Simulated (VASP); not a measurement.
A run of VASP 6.6.1 is set up as follows.

Contents of INCAR:

```
ALGO = Normal ; DIPOL = 0.5 0.5 0.343
EDIFF = 1E-7 ; ENCUT = 520
GGA = PS ; IDIPOL = 3
ISIF = 2 ; ISMEAR = 0
LASPH = T ; LCHARG = F
LDIPOL = T ; LREAL = F
LWAVE = F ; NBANDS = 34
NELM = 100 ; PREC = Accurate
SIGMA = 0.1
```

File KPOINTS:

```
k-points
0
Gamma
  9 7 1
```

File POSCAR:

```
Ti4C
1.0
    2.8676282151      0.0000000000      0.0000000000
    0.0000000000      4.0554387137      0.0000000000
    0.0000000000      0.0000000000     19.6054200203
Ti C
4 1
Direct
    0.5000000000      0.5000000000      0.2040252132
    0.0000000000      0.0000000000      0.2771587704
    0.5000000000      0.5000000000      0.3434213386
    0.0000000000      0.0000000000      0.4134275120
    0.0000000000      0.3000000000      0.4786943987
```

Potentials or basis: VASP PAW PBE potentials, release 64 (Ti_sv, C).

Run with:

```sh
$ cat potpaw_PBE.64/Ti_sv/POTCAR potpaw_PBE.64/C/POTCAR > POTCAR
$ mpirun -np 1 vasp_std > vasp.out
```

Task: Predict the band gap on the k mesh.

Result: Zero (bands 26 and 27 overlap by 0.48 eV).

Task: Predict the largest force.

Result: 2.635 eV/Å.

Forces on the atoms (eV/Å):
```
Ti   0.000 -0.123  0.553
Ti   0.000  0.187 -0.788
Ti   0.000 -0.579  0.487
Ti   0.000 -2.119 -0.326
C    0.000  2.634  0.073
```

Caveat: the PAW data sets were made with another functional, which shifts forces and pressure a little.
